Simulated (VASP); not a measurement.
# CaS (Fm-3m) in VASP: G0W0 quasiparticle levels with PBE

Aim: the G0W0 quasiparticle levels of CaS with PBE.

All numbers are computed with VASP 6.6.1; they aren't measurements. Logs are shortened: lines on timing, memory, paths and dates and some standing lists are left out, and cuts for length are marked.

## 1. The cell of the first run

It takes space group Fm-3m (No. 225, cubic). Conventional cell: a = 5.696 Å, b = 5.696 Å, c = 5.696 Å, α = 90.00°, β = 90.00°, γ = 90.00°. Ca (site symmetry m-3m) has 6 S at 2.85 Å within 3.8 Å. S (site symmetry m-3m) has 6 Ca at 2.85 Å within 3.8 Å.

## 2. G0W0 quasiparticle levels, PBE

POSCAR

```
CaS
1.0
    0.0000000000      2.8479357432      2.8479357432
    2.8479357432      0.0000000000      2.8479357432
    2.8479357432      2.8479357432      0.0000000000
Ca S
1 1
Direct
    0.0000000000      0.0000000000      0.0000000000
    0.5000000000      0.5000000000      0.5000000000
```

INCAR.step1

```
ALGO = Normal
EDIFF = 1E-8
ENCUT = 500
GGA = PE
ISMEAR = 0
LASPH = True
LCHARG = False
LREAL = False
LWAVE = True
NELM = 80
PREC = Accurate
SIGMA = 0.01
```

INCAR.step2

```
ALGO = Exact
EDIFF = 1E-8
ENCUT = 500
GGA = PE
ISMEAR = 0
ISTART = 1
LASPH = True
LCHARG = False
LOPTICS = True
LREAL = False
LWAVE = True
NBANDS = 83
NELM = 1
PREC = Accurate
SIGMA = 0.01
```

INCAR.step3

```
ALGO = EVGW0
EDIFF = 1E-8
ENCUT = 500
ENCUTGW = 80.0
GGA = PE
ISMEAR = 0
ISTART = 1
LASPH = True
LCHARG = False
LREAL = False
LWAVE = False
NBANDS = 83
NBANDSGW = 16
NELMGW = 1
NOMEGA = 96
OMEGAMAX = 30
PREC = Accurate
PRECFOCK = Fast
SIGMA = 0.01
```

KPOINTS

```
k-points
0
Gamma
  8 8 8
```

Potentials or basis: VASP PAW PBE potentials, release 64 (Ca_sv_GW, S_GW).

Started as:

```bash
cat potpaw_PBE.64/Ca_sv_GW/POTCAR potpaw_PBE.64/S_GW/POTCAR > POTCAR
cp INCAR.step1 INCAR
mpirun -np 1 vasp_std > vasp.out
cp INCAR.step2 INCAR
mpirun -np 1 vasp_std > vasp.out
cp INCAR.step3 INCAR
mpirun -np 1 vasp_std > vasp.out
```

OUTCAR:

```text
EDIFF = 1E-8
   ENCUT = 500
   ENCUTGW = 80.0
   GGA = PE
   ISMEAR = 0
   ISTART = 1
   LASPH = True
   LREAL = False
   NELMGW = 1
   PREC = Accurate
   PRECFOCK = Fast

 ion  position               nearest neighbor table
   1  0.000  0.000  0.000-   2 2.85   2 2.85   2 2.85   2 2.85   2 2.85   2 2.85
   2  0.500  0.500  0.500-   1 2.85   1 2.85   1 2.85   1 2.85   1 2.85   1 2.85

  LATTYP: Found a face centered cubic cell.
 ALAT       =     5.6958714864

  Lattice vectors:

 A1 = (   0.0000000000,   2.8479357432,   2.8479357432)
 A2 = (   2.8479357432,   0.0000000000,   2.8479357432)
 A3 = (   2.8479357432,   2.8479357432,   0.0000000000)

Analysis of symmetry for initial positions (statically):
=====================================================================
 Subroutine PRICEL returns:
 Original cell was already a primitive cell.

 Routine SETGRP: Setting up the symmetry group for a
 face centered cubic supercell.

 Subroutine GETGRP returns: Found 48 space group operations
 (whereof 48 operations were pure point group operations)
 out of a pool of 48 trial point group operations.

The static configuration has the point symmetry O_h .

Analysis of symmetry for dynamics (positions and initial velocities):
=====================================================================
 Subroutine PRICEL returns:
 Original cell was already a primitive cell.

 Routine SETGRP: Setting up the symmetry group for a
 face centered cubic supercell.

 Subroutine GETGRP returns: Found 48 space group operations
 (whereof 48 operations were pure point group operations)
 out of a pool of 48 trial point group operations.

The dynamic configuration has the point symmetry O_h .

 Subroutine INISYM returns: Found 48 space group operations
 (whereof 48 operations are pure point group operations),
 and found     1 'primitive' translations

----------------------------------------------------------------------------------------

                                     Primitive cell

  volume of cell :      46.1977

  direct lattice vectors                    reciprocal lattice vectors
     0.000000000  2.847935743  2.847935743    -0.175565759  0.175565759  0.175565759
     2.847935743  0.000000000  2.847935743     0.175565759 -0.175565759  0.175565759
     2.847935743  2.847935743  0.000000000     0.175565759  0.175565759 -0.175565759

  length of vectors
     4.027589353  4.027589353  4.027589353     0.304088814  0.304088814  0.304088814

  position of ions in fractional coordinates (direct lattice)
     0.000000000  0.000000000  0.000000000
     0.500000000  0.500000000  0.500000000

  ion indices of the primitive-cell ions
   primitive index   ion index
                 1           1
                 2           2

----------------------------------------------------------------------------------------

 KPOINTS: k-points

Automatic generation of k-mesh.
 Grid dimensions read from file:
 generate k-points for:    8    8    8

 Generating k-lattice:

  Cartesian coordinates                     Fractional coordinates (reciprocal lattice)
    -0.021945720  0.021945720  0.021945720     0.125000000  0.000000000  0.000000000
     0.021945720 -0.021945720  0.021945720     0.000000000  0.125000000  0.000000000
     0.021945720  0.021945720 -0.021945720     0.000000000  0.000000000  0.125000000

  Length of vectors
     0.038011102  0.038011102  0.038011102

  Shift w.r.t. Gamma in fractional coordinates (k-lattice)
     0.000000000  0.000000000  0.000000000

 Subroutine IBZKPT returns following result:
 ===========================================

 Found     29 irreducible k-points:

 Following reciprocal coordinates:
            Coordinates               Weight
  0.000000  0.000000  0.000000      1.000000
  0.125000  0.000000  0.000000      8.000000
  0.250000  0.000000  0.000000      8.000000
  0.375000  0.000000  0.000000      8.000000
  0.500000  0.000000  0.000000      4.000000
  0.125000  0.125000  0.000000      6.000000
[... 16 lines left out ...]
  0.500000  0.250000  0.125000     48.000000
 -0.375000  0.250000  0.125000     24.000000
 [... further k-points ...]
   k-points           NKPTS =     29   k-points in BZ     NKDIM =    512   number of bands    NBANDS=     83
   number of dos      NEDOS =    301   number of ions     NIONS =      2
   total plane-waves  NPLWV =  27000
   dimension x,y,z NGX =    30 NGY =   30 NGZ =   30
   dimension x,y,z NGXF=    60 NGYF=   60 NGZF=   60
   ions per type =               1   1
   NGX,Y,Z   is equivalent  to a cutoff of  12.38, 12.38, 12.38 a.u.
   NGXF,Y,Z  is equivalent  to a cutoff of  24.77, 24.77, 24.77 a.u.
 SYSTEM =  unknown system
   PREC   = accura    normal or accurate (medium, high low for compatibility)
   ISTART =      1    job   : 0-new  1-cont  2-samecut
   ICHARG =      0    charge: 1-file 2-atom 10-const
   ISPIN  =      1    spin polarized calculation?
   LNONCOLLINEAR =      F non collinear calculations
   LSORBIT =      F    spin-orbit coupling
   LASPH  =      T    aspherical Exc in radial PAW
   ENCUT  =  500.0 eV  36.75 Ry    6.06 a.u.   7.34  7.34  7.34*2*pi/ulx,y,z
   NELM   =     60;   NELMIN=  2; NELMDL=  0     # of ELM steps
   EDIFF  = 0.1E-07   stopping-criterion for ELM
   LREAL  =      F    real-space projection
   EDIFFG = 0.1E-06   stopping-criterion for IOM
   NSW    =      0    number of steps for IOM
   IBRION =     -1    ionic relax: 0-MD 1-quasi-New 2-CG
   NFREE  =      0    steps in history (QN), initial steepest desc. (CG)
   ISIF   =      0    stress and relaxation
   ISYM   =      3    0-nonsym 1-usesym 2-fastsym
   POTIM  = 0.5000    time-step for ionic-motion
   TEBEG  =    0.0;   TEEND  =   0.0 temperature during run
   PSTRESS=    0.0 pullay stress
   NELECT =      16.0000    total number of electrons
   NUPDOWN=      -1.0000    fix difference up-down
   EMIN   =  10.00;   EMAX   =-10.00  energy-range for DOS
   EFERMI =   0.00;   METHOD = LEGACY
   ISMEAR =     0;   SIGMA  =   0.01  broadening in eV -4-tet -1-fermi 0-gaus
   EFERMI_NEDOS =   21; number of points for ismear=-14 and -15
   IALGO  =     38    algorithm
   IMIX   =      4    mixing-type and parameters
     AMIX     =   0.40;   BMIX     =  1.00
     AMIX_MAG =   1.60;   BMIX_MAG =  1.00
  volume/ion in A,a.u.               =      23.10       155.88
  Fermi-wavevector in a.u.,A,eV,Ry     =   1.149674  2.172568 17.983499  1.321750
  Thomas-Fermi vector in A             =   2.286342
   LORBIT       =      0    0 simple, 1 ext, 2 COOP (PROOUT), +10 PAW based schemes
   GGA     = PE    functional components
   LHFCALC =     T    Hartree Fock is set to
   PRECFOCK=fast      Normal, Fast or Accurate (Low or Medium for compatibility)
   ENCUT4O =  -1.0   cutoff for four orbital integrals eV
   NKREDX  =     1    reduce k-point grid by
   NKREDY  =     1    reduce k-point grid by
   NKREDZ  =     1    reduce k-point grid by
   AEXX    =    1.0000 exact exchange contribution
   HFSCREEN=    0.0000 screening length (either q_TF or 0.3 A-1)
   HFSCREENC=   0.0000 screening length for correlation (either q_TF or 0.3 A-1)
   ENCUTFOCK=  -1.0 apply spherical cutoff to Coloumb kernel
   IVDW    =     0    specifies the selected vdW correction
   LEPSILON=     F    determine dielectric tensor
   LRPA    =     F    only Hartree local field effects (RPA)
   LRPAFORCE           =     F    calculate RPA forces
   ENCUTGW             =  80.0    cutoff for response function in eV
   ENCUTGWSOFT         =  64.0    soft cutoff for Coulomb kernel in GW response function in eV
   ENCUTLF             =  -1.0    cutoff for local field effects
   NELMGW              =     1    number of iterations in solving QP/BSE equation
   NELMHF              =     1    number of iterations in the inner HF iteration
   NKREDLFX            =     1    NKREDLFY  =   1   NKREDLFZ  =   1
 non-spin polarized calculation
 Gauss-broadening in eV      SIGMA  =   0.01
  energy-cutoff  :      500.00
  volume of cell :       46.20
 maximum number of plane-waves:      1211
 NGX is ok and might be reduce to    30
  NGX = 18; NGY = 18; NGZ = 18
   NGX = 15   NGY = 15   NGZ = 15
 maximum number of plane-waves:        84
 NGX is ok and might be reduce to    14

 QP shifts <psi_nk| G(iteration)W_0 |psi_nk>: iteration 1
 for sc-GW calculations column KS-energies equals QP-energies in previous step
 and V_xc(KS)=  KS-energies - (<T + V_ion + V_H > + <T+V_H+V_ion>^1  + <V_x>^1)

 k-point   1 :       0.0000    0.0000    0.0000
  band No.  KS-energies  QP-energies   sigma(KS)   V_xc(KS)     V^pw_x(r,r')   Z            occupation Imag(sigma)

      1     -35.1073     -36.9374     -23.7612     -20.7231     -34.4480       0.6024       2.0000       0.6140
      2     -16.0860     -17.9382     -22.5194     -19.9688     -27.8927       0.7262       2.0000       0.2287
      3     -16.0860     -17.9382     -22.5194     -19.9688     -27.8927       0.7262       2.0000       0.2287
      4     -16.0860     -17.9382     -22.5194     -19.9688     -27.8927       0.7262       2.0000       0.2287
      5      -7.2184      -7.7818     -13.9820     -13.1191     -21.0629       0.6529       2.0000       1.1775
      6       4.1004       3.4169     -14.0589     -13.1655     -16.0358       0.7650       2.0000       0.0751
[... 8 lines left out ...]
     15      14.9603      14.9678      -6.3889      -6.3981      -1.5442       0.8096       0.0000      -0.4730
     16      17.1162      19.1123     -11.9588     -14.6251      -6.2682       0.7487       0.0000      -0.6615

 k-point   2 :       0.1250    0.0000    0.0000
  band No.  KS-energies  QP-energies   sigma(KS)   V_xc(KS)     V^pw_x(r,r')   Z            occupation Imag(sigma)

      1     -35.1056     -36.9373     -23.7632     -20.7255     -34.4497       0.6030       2.0000       0.6150
      2     -16.1107     -17.9408     -22.4618     -19.9189     -27.8598       0.7197       2.0000       0.2449
      3     -16.0879     -17.9372     -22.5151     -19.9657     -27.8889       0.7254       2.0000       0.2280
      4     -16.0879     -17.9372     -22.5151     -19.9657     -27.8889       0.7254       2.0000       0.2280
      5      -7.1118      -7.6799     -14.0869     -13.2267     -21.1172       0.6604       2.0000       1.1563
      6       3.4430       2.6961     -13.4837     -12.5018     -15.4953       0.7607       2.0000       0.0823
[... 8 lines left out ...]
     15      15.0798      15.8783      -8.5151      -9.5503      -3.3868       0.7714       0.0000      -0.4561
     16      16.7440      18.4722     -11.5391     -13.8887      -5.9460       0.7355       0.0000      -0.5706

 k-point   3 :       0.2500    0.0000    0.0000
  band No.  KS-energies  QP-energies   sigma(KS)   V_xc(KS)     V^pw_x(r,r')   Z            occupation Imag(sigma)

      1     -35.1016     -36.9370     -23.7679     -20.7314     -34.4540       0.6045       2.0000       0.6174
      2     -16.1700     -17.9723     -22.3282     -19.8038     -27.7845       0.7139       2.0000       0.2834
      3     -16.0923     -17.9372     -22.5048     -19.9581     -27.8795       0.7244       2.0000       0.2263
      4     -16.0923     -17.9372     -22.5048     -19.9581     -27.8795       0.7244       2.0000       0.2263
      5      -6.8410      -7.4034     -14.3515     -13.5053     -21.2615       0.6645       2.0000       1.1076
      6       2.2831       1.4154     -12.8766     -11.7152     -15.1974       0.7471       2.0000       0.1095
[... 394 lines left out ...]
      1     -35.0954     -36.9412     -23.7759     -20.7405     -34.4603       0.6081       2.0000       0.6212
      2     -16.2082     -18.0027     -22.2589     -19.7355     -27.7381       0.7112       2.0000       0.2992
      3     -16.1318     -17.9680     -22.4463     -19.8879     -27.8345       0.7177       2.0000       0.2397
      4     -16.1071     -17.9441     -22.4789     -19.9325     -27.8596       0.7214       2.0000       0.2282
      5      -6.5275      -7.0644     -14.6043     -13.8102     -21.4175       0.6761       2.0000       1.0535
      6       1.6093       0.6720     -12.6743     -11.4010     -15.2733       0.7361       2.0000       0.1332
[... 8 lines left out ...]
     15      12.8955      13.8291     -10.0490     -11.2736      -5.4801       0.7624       0.0000      -0.1690
     16      14.2446      15.5793     -10.4436     -12.2372      -5.3989       0.7442       0.0000      -0.2989

 k-point  24 :      -0.3750    0.2500    0.1250
  band No.  KS-energies  QP-energies   sigma(KS)   V_xc(KS)     V^pw_x(r,r')   Z            occupation Imag(sigma)

      1     -35.0941     -36.9463     -23.7775     -20.7425     -34.4616       0.6103       2.0000       0.6220
      2     -16.2207     -18.0133     -22.2385     -19.7138     -27.7252       0.7100       2.0000       0.3062
      3     -16.1348     -17.9679     -22.4389     -19.8820     -27.8280       0.7169       2.0000       0.2387
      4     -16.1117     -17.9445     -22.4710     -19.9244     -27.8543       0.7197       2.0000       0.2301
      5      -6.4490      -6.9811     -14.6714     -13.8912     -21.4607       0.6820       2.0000       1.0408
      6       1.4780       0.5196     -12.5805     -11.2760     -15.2145       0.7347       2.0000       0.1379
[... 8 lines left out ...]
     15      13.3840      14.8264     -11.4842     -13.4416      -6.4839       0.7369       0.0000      -0.2168
     16      14.2969      15.1786      -9.6961     -10.8533      -4.9422       0.7619       0.0000      -0.2626

 [... further k-points ...]
```

It took 61 min on 1 thread of Intel Xeon 6975P-C (Granite Rapids), shared host; peak memory 1.5 GiB.

What came out:

* Quasiparticle gap: 3.97 eV
* Least direct quasiparticle gap: 4.91 eV
* Band gap of the starting levels on the mesh: 2.37 eV
* Least direct gap of the starting levels on the mesh: 3.18 eV

Caveat: bands, screening cutoff and mesh are small and nothing is extrapolated, so the quasiparticle values aren't converged.
